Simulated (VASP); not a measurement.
# MgAu (Pm-3m) in VASP: further runs

MgAu is run at these levels: LDA; tasks: electric field gradients.

All numbers are computed with VASP 6.6.1; they aren't measurements. Logs are shortened: lines on timing, memory, paths and dates and some standing lists are left out, and cuts for length are marked.

**1. The cell of the first run**

The structure is cubic, space group Pm-3m (No. 221). The conventional cell has a = 3.192 Å, b = 3.192 Å, c = 3.192 Å, α = 90.00°, β = 90.00°, γ = 90.00°. Within 3.6 Å of Mg (site symmetry m-3m) lie 8 Au at 2.76 Å and 6 Mg at 3.19 Å. Within 3.6 Å of Au (site symmetry m-3m) lie 8 Mg at 2.76 Å and 6 Au at 3.19 Å.

**2. Electric field gradients, LDA (volume scaled by 0.94)**

Contents of INCAR:

```
SYSTEM = MgAu
PREC = Accurate
ENCUT = 520
EDIFF = 1E-8
ISMEAR = -1
SIGMA = 0.05
LREAL = .False.
LASPH = .True.
NELM = 100
ALGO = Normal
ISIF = 2
LWAVE = .False.
LCHARG = .False.
LEFG = .True.
NBANDS = 14
```

Contents of KPOINTS:

```
regular mesh
0
Gamma
  13 13 13
  0 0 0
```

Contents of POSCAR:

```
MgAu
1.0
    3.1924711283      0.0000000000      0.0000000000
    0.0000000000      3.1924711283      0.0000000000
    0.0000000000      0.0000000000      3.1924711283
Mg Au
1 1
Direct
    0.5000000000      0.5000000000      0.5000000000
    0.0000000000      0.0000000000      0.0000000000
```

Potentials or basis: VASP PAW LDA potentials, release 64 (Mg, Au).

Started as:

```sh
$ cat potpaw_LDA.64/Mg/POTCAR potpaw_LDA.64/Au/POTCAR > POTCAR
$ mpirun -np 1 vasp_std > vasp.out
```

OUTCAR:

```text
SYSTEM = MgAu
   PREC = Accurate
   ENCUT = 520
   EDIFF = 1E-8
   ISMEAR = -1
   LREAL = .False.
   LASPH = .True.
   NELM = 100
   ISIF = 2

 ion  position               nearest neighbor table
   1  0.500  0.500  0.500-   2 2.76   2 2.76   2 2.76   2 2.76   2 2.76   2 2.76   2 2.76   2 2.76

   2  0.000  0.000  0.000-   1 2.76   1 2.76   1 2.76   1 2.76   1 2.76   1 2.76   1 2.76   1 2.76

  LATTYP: Found a simple cubic cell.
 ALAT       =     3.1924711283

  Lattice vectors:

 A1 = (   3.1924711283,   0.0000000000,   0.0000000000)
 A2 = (   0.0000000000,   3.1924711283,   0.0000000000)
 A3 = (   0.0000000000,   0.0000000000,   3.1924711283)

Analysis of symmetry for initial positions (statically):
=====================================================================
 Subroutine PRICEL returns:
 Original cell was already a primitive cell.

 Routine SETGRP: Setting up the symmetry group for a
 simple cubic supercell.

 Subroutine GETGRP returns: Found 48 space group operations
 (whereof 48 operations were pure point group operations)
 out of a pool of 48 trial point group operations.

The static configuration has the point symmetry O_h .

Analysis of symmetry for dynamics (positions and initial velocities):
=====================================================================
 Subroutine PRICEL returns:
 Original cell was already a primitive cell.

 Routine SETGRP: Setting up the symmetry group for a
 simple cubic supercell.

 Subroutine GETGRP returns: Found 48 space group operations
 (whereof 48 operations were pure point group operations)
 out of a pool of 48 trial point group operations.

The dynamic configuration has the point symmetry O_h .

 Subroutine INISYM returns: Found 48 space group operations
 (whereof 48 operations are pure point group operations),
 and found     1 'primitive' translations

----------------------------------------------------------------------------------------

                                     Primitive cell

  volume of cell :      32.5373

  direct lattice vectors                    reciprocal lattice vectors
     3.192471128  0.000000000  0.000000000     0.313236975  0.000000000  0.000000000
     0.000000000  3.192471128  0.000000000     0.000000000  0.313236975  0.000000000
     0.000000000  0.000000000  3.192471128     0.000000000  0.000000000  0.313236975

  length of vectors
     3.192471128  3.192471128  3.192471128     0.313236975  0.313236975  0.313236975

  position of ions in fractional coordinates (direct lattice)
     0.500000000  0.500000000  0.500000000
     0.000000000  0.000000000  0.000000000

  ion indices of the primitive-cell ions
   primitive index   ion index
                 1           1
                 2           2

----------------------------------------------------------------------------------------

 KPOINTS: regular mesh

Automatic generation of k-mesh.
 Grid dimensions read from file:
 generate k-points for:   13   13   13

 Generating k-lattice:

  Cartesian coordinates                     Fractional coordinates (reciprocal lattice)
     0.024095152  0.000000000  0.000000000     0.076923077  0.000000000  0.000000000
     0.000000000  0.024095152  0.000000000     0.000000000  0.076923077  0.000000000
     0.000000000  0.000000000  0.024095152     0.000000000  0.000000000  0.076923077

  Length of vectors
     0.024095152  0.024095152  0.024095152

  Shift w.r.t. Gamma in fractional coordinates (k-lattice)
     0.000000000  0.000000000  0.000000000

 Subroutine IBZKPT returns following result:
 ===========================================

 Found     84 irreducible k-points:

 Following reciprocal coordinates:
            Coordinates               Weight
  0.000000  0.000000  0.000000      1.000000
  0.076923  0.000000  0.000000      6.000000
  0.153846  0.000000  0.000000      6.000000
  0.230769  0.000000  0.000000      6.000000
  0.307692  0.000000  0.000000      6.000000
  0.384615  0.000000  0.000000      6.000000
[... 16 lines left out ...]
  0.307692  0.307692  0.000000     12.000000
  0.384615  0.307692  0.000000     24.000000
 [... further k-points ...]
   k-points           NKPTS =     84   k-points in BZ     NKDIM =     84   number of bands    NBANDS=     14
   number of dos      NEDOS =    301   number of ions     NIONS =      2
   total plane-waves  NPLWV =  13824
   dimension x,y,z NGX =    24 NGY =   24 NGZ =   24
   dimension x,y,z NGXF=    48 NGYF=   48 NGZF=   48
   ions per type =               1   1
   NGX,Y,Z   is equivalent  to a cutoff of  12.50, 12.50, 12.50 a.u.
   NGXF,Y,Z  is equivalent  to a cutoff of  25.00, 25.00, 25.00 a.u.
 SYSTEM =  MgAu
   PREC   = accura    normal or accurate (medium, high low for compatibility)
   ISTART =      0    job   : 0-new  1-cont  2-samecut
   ICHARG =      2    charge: 1-file 2-atom 10-const
   ISPIN  =      1    spin polarized calculation?
   LNONCOLLINEAR =      F non collinear calculations
   LSORBIT =      F    spin-orbit coupling
   LASPH  =      T    aspherical Exc in radial PAW
   ENCUT  =  520.0 eV  38.22 Ry    6.18 a.u.   5.94  5.94  5.94*2*pi/ulx,y,z
   NELM   =    100;   NELMIN=  2; NELMDL= -5     # of ELM steps
   EDIFF  = 0.1E-07   stopping-criterion for ELM
   LREAL  =      F    real-space projection
   EDIFFG = 0.1E-06   stopping-criterion for IOM
   NSW    =      0    number of steps for IOM
   IBRION =     -1    ionic relax: 0-MD 1-quasi-New 2-CG
   NFREE  =      0    steps in history (QN), initial steepest desc. (CG)
   ISIF   =      2    stress and relaxation
   ISYM   =      2    0-nonsym 1-usesym 2-fastsym
   POTIM  = 0.5000    time-step for ionic-motion
   TEBEG  =    0.0;   TEEND  =   0.0 temperature during run
   PSTRESS=    0.0 pullay stress
   NELECT =      13.0000    total number of electrons
   NUPDOWN=      -1.0000    fix difference up-down
   EMIN   =  10.00;   EMAX   =-10.00  energy-range for DOS
   EFERMI =   0.00;   METHOD = LEGACY
   ISMEAR =    -1;   SIGMA  =   0.05  broadening in eV -4-tet -1-fermi 0-gaus
   EFERMI_NEDOS =   21; number of points for ismear=-14 and -15
   IALGO  =     38    algorithm
   IMIX   =      4    mixing-type and parameters
     AMIX     =   0.40;   BMIX     =  1.00
     AMIX_MAG =   1.60;   BMIX_MAG =  1.00
  volume/ion in A,a.u.               =      16.27       109.79
  Fermi-wavevector in a.u.,A,eV,Ry     =   1.205764  2.278564 19.781058  1.453867
  Thomas-Fermi vector in A             =   2.341451
   LORBIT       =      0    0 simple, 1 ext, 2 COOP (PROOUT), +10 PAW based schemes
   GGA     = CA    functional components
   LHFCALC =     F    Hartree Fock is set to
   AEXX    =    0.0000 exact exchange contribution
   IVDW    =     0    specifies the selected vdW correction
   LEPSILON=     F    determine dielectric tensor
   LRPA    =     F    only Hartree local field effects (RPA)
 non-spin polarized calculation
  energy-cutoff  :      520.00
  volume of cell :       32.54
 maximum number of plane-waves:       897
 NGX is ok and might be reduce to    24
   NGX = 11   NGY = 11   NGZ = 11

 number of electron      13.0000003 magnetization

 Free energy of the ion-electron system (eV)
  ---------------------------------------------------
  ext. energy  EPLUGINS =         0.00000000
  ---------------------------------------------------
  free energy    TOTEN  =        -7.61256297 eV

  energy without entropy =       -7.60752872  energy(sigma->0) =       -7.61004585

 E-fermi :   7.3832     XC(G=0): -11.5702

 val. band max:        7.3180528814   @ k =   0.3077   0.0000   0.0000
 cond. band min:       7.3864333714   @ k =   0.4615   0.4615   0.0000
 fundamental gap:      0.0683804900
 Fermi energy:         7.3832215026

 k-point     1 :       0.0000    0.0000    0.0000
  band No.  band energies     occupation
      1      -2.2310      2.00000
      2       1.1847      2.00000
      3       1.1847      2.00000
      4       3.1698      2.00000
      5       3.1698      2.00000
      6       3.1698      2.00000
      7      12.9228      0.00000
      8      12.9228      0.00000
      9      12.9228      0.00000
     10      16.6178      0.00000
     11      16.6178      0.00000
     12      18.3387      0.00000
     13      25.1654      0.00000
     14      25.1654      0.00000

 k-point     2 :       0.0769    0.0000    0.0000
  band No.  band energies     occupation
      1      -2.1311      2.00000
      2       1.2020      2.00000
      3       1.2349      2.00000
      4       3.1191      2.00000
      5       3.1191      2.00000
      6       3.1755      2.00000
      7      12.0981      0.00000
      8      13.0602      0.00000
      9      13.0602      0.00000
     10      16.5097      0.00000
     11      17.0839      0.00000
     12      18.8665      0.00000
     13      24.8148      0.00000
     14      24.8149      0.00000

 k-point     3 :       0.1538    0.0000    0.0000
  band No.  band energies     occupation
      1      -1.8397      2.00000
      2       1.2504      2.00000
      3       1.3817      2.00000
      4       2.9833      2.00000
      5       2.9833      2.00000
      6       3.1916      2.00000
      7      10.5307      0.00000
      8      13.4521      0.00000
      9      13.4521      0.00000
     10      16.2163      0.00000
     11      17.5351      0.00000
     12      20.4826      0.00000
     13      23.8670      0.00000
     14      23.8670      0.00000
[... 324 lines left out ...]
 k-point    23 :       0.3077    0.3077    0.0000
  band No.  band energies     occupation
      1       0.3542      2.00000
      2       1.3848      2.00000
      3       2.5172      2.00000
      4       2.6421      2.00000
      5       2.6808      2.00000
      6       2.7142      2.00000
      7       8.1577      0.00000
      8       9.4470      0.00000
      9      14.5540      0.00000
     10      16.8653      0.00000
     11      18.6772      0.00000
     12      21.0688      0.00000
     13      21.3000      0.00000
     14      23.2390      0.00000

 k-point    24 :       0.3846    0.3077    0.0000
  band No.  band energies     occupation
      1       0.6900      2.00000
      2       1.2392      2.00000
      3       2.5551      2.00000
      4       2.6071      2.00000
      5       2.7209      2.00000
      6       3.3598      2.00000
      7       7.0007      1.99905
      8       9.6838      0.00000
      9      13.6827      0.00000
     10      17.7595      0.00000
     11      18.6228      0.00000
     12      20.3930      0.00000
     13      20.9245      0.00000
     14      23.3225      0.00000

 [... further k-points ...]
[... 5 lines left out ...]
  --------------------------------------------------------------------------------------
  -------------------------------------------------------------------------------------
  Total        0.4538774      0.4538774      0.4538774     -0.0000000     -0.0000000     -0.0000000
  in kB       22.3495224     22.3495224     22.3495224     -0.0000000     -0.0000000     -0.0000000
  external PRESSURE =      22.3495224 kB  Pullay stress =       0.0000000 kB

 VOLUME and BASIS-vectors are now :
 -----------------------------------------------------------------------------
  energy-cutoff  :      520.00
  volume of cell :       32.54
      direct lattice vectors                 reciprocal lattice vectors
     3.192471128  0.000000000  0.000000000     0.313236975  0.000000000  0.000000000
     0.000000000  3.192471128  0.000000000     0.000000000  0.313236975  0.000000000
     0.000000000  0.000000000  3.192471128     0.000000000  0.000000000  0.313236975

 POSITION                                       TOTAL-FORCE (eV/Angst)
 -----------------------------------------------------------------------------------
      1.59624      1.59624      1.59624         0.000000      0.000000      0.000000
      0.00000      0.00000      0.00000         0.000000      0.000000      0.000000
 -----------------------------------------------------------------------------------
    total drift:                               -0.000000      0.000000      0.000000

  FREE ENERGIE OF THE ION-ELECTRON SYSTEM (eV)
  ---------------------------------------------------
  free  energy   TOTEN  =        -7.6125629711 eV

  energy  without entropy=       -7.6075287236  energy(sigma->0) =       -7.61004585

 Electric field gradients (V/A^2)
---------------------------------------------------------------------
 ion       V_xx      V_yy      V_zz      V_xy      V_xz      V_yz
---------------------------------------------------------------------
   1      -0.000     0.000     0.000    -0.000    -0.000    -0.000
   2      -0.000    -0.000    -0.000     0.000     0.000     0.000
---------------------------------------------------------------------

 Electric field gradients after diagonalization (V/A^2)
 (convention: |V_zz| > |V_xx| > |V_yy|)
----------------------------------------------------------------------
 ion       V_xx      V_yy      V_zz     asymmetry (V_yy - V_xx)/ V_zz
----------------------------------------------------------------------
   1      -0.000     0.000     0.000       0.369
   2      -0.000    -0.000    -0.000      -0.622
----------------------------------------------------------------------

           NMR quadrupolar parameters

 Cq : quadrupolar parameter    Cq=e*Q*V_zz/h
 eta: asymmetry parameters     (V_yy - V_xx)/ V_zz
 Q  : nuclear electric quadrupole moment in mb (millibarn)
----------------------------------------------------------------------
 ion       Cq(MHz)       eta       Q (mb)
----------------------------------------------------------------------
   1       0.000       0.369       1.000
   2      -0.000      -0.622       1.000
----------------------------------------------------------------------
```

Wall time 15 s (1 thread of Intel Xeon 6975P-C, shared host); peak memory 0.16 GiB.

Results:

* Free energy: -7.6126 eV
* Pressure: 2.2 GPa

Levels at points of the mesh, in eV from the Fermi level:
```
           k point  band 2  band 3  band 4  band 5  band 6  band 7  band 8  band 9  band 10  band 11
(0.00, 0.00, 0.00)   -6.20   -6.20   -4.21   -4.21   -4.21    5.54    5.54    5.54     9.23     9.23
```

Caveat: without QUAD_EFG the Cq values of the log hold for a quadrupole moment of 1 mb, not for the nuclei; spin-orbit coupling is left out, which moves the levels of the heavy elements.

**3. Electric field gradients, LDA (volume scaled by 0.94)**

Contents of INCAR:

```
PREC = Accurate ; ENCUT = 520
EDIFF = 1E-8 ; ISMEAR = -1
SIGMA = 0.05 ; LREAL = F
LASPH = T ; NELM = 60
ALGO = Normal ; ISIF = 2
LWAVE = F ; LCHARG = F
GGA = CA ; LEFG = T
NBANDS = 14
```

Contents of KPOINTS:

```
regular mesh
0
Gamma
  13 13 13
```

POSCAR is that of step 2.

Potentials or basis: VASP PAW LDA potentials, release 64 (Mg, Au).

Started as:

```sh
$ cat potpaw_LDA.64/Mg/POTCAR potpaw_LDA.64/Au/POTCAR > POTCAR
$ mpirun -np 1 vasp_std > vasp.out
```

OUTCAR:

```text
PREC = Accurate
   ENCUT = 520
   EDIFF = 1E-8
   ISMEAR = -1
   LREAL = F
   LASPH = T
   NELM = 60
   ISIF = 2
   GGA = CA

 ion  position               nearest neighbor table
   1  0.500  0.500  0.500-   2 2.76   2 2.76   2 2.76   2 2.76   2 2.76   2 2.76   2 2.76   2 2.76

   2  0.000  0.000  0.000-   1 2.76   1 2.76   1 2.76   1 2.76   1 2.76   1 2.76   1 2.76   1 2.76

  LATTYP: Found a simple cubic cell.
 ALAT       =     3.1924711283

  Lattice vectors:

 A1 = (   3.1924711283,   0.0000000000,   0.0000000000)
 A2 = (   0.0000000000,   3.1924711283,   0.0000000000)
 A3 = (   0.0000000000,   0.0000000000,   3.1924711283)

[... 619 lines left out ...]
  free  energy   TOTEN  =        -7.6125629711 eV

  energy  without entropy=       -7.6075287236  energy(sigma->0) =       -7.61004585

 Electric field gradients (V/A^2)
---------------------------------------------------------------------
 ion       V_xx      V_yy      V_zz      V_xy      V_xz      V_yz
---------------------------------------------------------------------
   1      -0.000     0.000     0.000    -0.000    -0.000    -0.000
   2      -0.000    -0.000    -0.000     0.000     0.000     0.000
---------------------------------------------------------------------

 Electric field gradients after diagonalization (V/A^2)
 (convention: |V_zz| > |V_xx| > |V_yy|)
----------------------------------------------------------------------
 ion       V_xx      V_yy      V_zz     asymmetry (V_yy - V_xx)/ V_zz
----------------------------------------------------------------------
   1      -0.000     0.000     0.000       0.369
   2      -0.000    -0.000    -0.000      -0.622
----------------------------------------------------------------------

           NMR quadrupolar parameters

 Cq : quadrupolar parameter    Cq=e*Q*V_zz/h
 eta: asymmetry parameters     (V_yy - V_xx)/ V_zz
 Q  : nuclear electric quadrupole moment in mb (millibarn)
----------------------------------------------------------------------
 ion       Cq(MHz)       eta       Q (mb)
----------------------------------------------------------------------
   1       0.000       0.369       1.000
   2      -0.000      -0.622       1.000
----------------------------------------------------------------------
```

stdout:

```text
POSCAR found type information on POSCAR MgAu
 POSCAR found :  2 types and       2 ions
 scaLAPACK will be used
 LDA part: xc-table for (Slater(with rela. corr.)+CA(PZ))
 , standard interpolation
 POSCAR, INCAR and KPOINTS ok, starting setup
 FFT: planning ... GRIDC
 FFT: planning ... GRID_SOFT
 FFT: planning ... GRID
 WAVECAR not read
 entering main loop
ion   1

ion   2
```

Run time: 16 s. Hardware: 1 thread of Intel Xeon 6975P-C, shared host; peak memory 0.16 GiB.

Results:

```
Free energy : -7.6126 eV
Pressure    : 2.2 GPa
```

Caveat: without QUAD_EFG the Cq values of the log hold for a quadrupole moment of 1 mb, not for the nuclei; spin-orbit coupling is left out, which moves the levels of the heavy elements.
